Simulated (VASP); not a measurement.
Runs of VASP 6.6.1 on C. The structure is that of space group C2/m (No. 12), or close to it. The cells are those of the table. 

| cell | gap on the mesh (eV) | pressure (GPa) | largest force (eV/Å) |
| --- | --- | --- | --- |
| a = 2.518, b = 2.518, c = 12.466 Å, angles 82.7, 82.7, 60.0°, 12 atoms | (c) | 6.9 | 4.98 |
| a = 2.518, b = 2.518, c = 12.381 Å, angles 85.6, 85.6, 60.0°, 12 atoms | 0.79 | (a) | 6.43 |
| a = 2.518, b = 2.518, c = 12.339 Å, angles 88.5, 88.5, 60.0°, 12 atoms | 3.77 | (b) | 2.78 |
| a = 2.518, b = 2.518, c = 12.857 Å, angles 75.8, 75.8, 60.0°, 12 atoms | 0.88 | 1.9 | 4.98 |

Alike in all rows: task single point; level r2SCAN; potentials or basis VASP PAW PBE potentials, release 64 (C); no spin polarisation; k mesh 10 × 10 × 2; cutoff (eV) 520; smearing gaussian 0.05 eV.

Question: Fill in the values left out.

Answer: (a) 6.1; (b) 1.2; (c) none.

Caveats: the PAW data sets were made with another functional, which shifts forces and pressure a little; the stress differs along the axes, from -5 to 31 GPa (at least some runs); the stress differs along the axes, from -30 to 24 GPa (at least some runs); semilocal functionals underestimate gaps, and a narrow one can read as zero (at least some runs); the stress differs along the axes, from -14 to 9 GPa (at least some runs); the stress differs along the axes, from -6 to 19 GPa (at least some runs).

A k mesh can miss the band edges.
